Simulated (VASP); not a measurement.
# RbCl: single point with PBEsol

The system is RbCl.

```
CELL_PARAMETERS angstrom
0.00000 3.27400 3.27400
3.27400 0.00000 3.27400
3.27400 3.27400 0.00000
ATOMIC_POSITIONS crystal
Rb 0.00000 0.00000 0.00000
Cl 0.50000 0.50000 0.50000
```

```
Program                : VASP 6.6.1
Task                   : single point
Functional             : PBEsol
Potentials or basis    : VASP PAW PBE potentials, release 64 (Rb_sv, Cl)
Cutoff                 : 500 eV
k mesh                 : 4 × 4 × 4
Occupations            : gaussian, width 0.01 eV
Spin                   : no spin polarisation
Dipole correction      : no
Further INCAR settings : ALGO = Normal; EDIFF = 1e-06; NBANDS = 15
```

The pressure is 0.0 GPa and the band gap on the k mesh is 4.89 eV, direct.

Levels at points of the mesh, in eV from the valence-band top:
| k point | band 5 | band 6 | band 7 | band 8 | band 9 | band 10 | band 11 | band 12 |
| --- | --- | --- | --- | --- | --- | --- | --- | --- |
| (0.00, 0.00, 0.00) | -7.90 | 0.00 | 0.00 | 0.00 | 4.89 | 7.91 | 7.91 | 7.91 |
| (0.50, 0.00, 0.00) | -7.87 | -0.91 | -0.36 | -0.36 | 7.65 | 7.92 | 10.14 | 10.14 |
| (0.50, 0.50, 0.00) | -8.01 | -0.33 | -0.10 | -0.10 | 6.07 | 8.01 | 9.64 | 10.04 |

Run time: 12 s on 1 thread of Intel(R) Xeon(R) Platinum 8375C CPU @ 2.90GHz (Ice Lake), on a shared host, peak memory 0.19 GiB.

Caveat: the PAW data sets were made with another functional, which shifts forces and pressure a little. A hybrid or GW would open this gap; PBEsol tends to underestimate it.
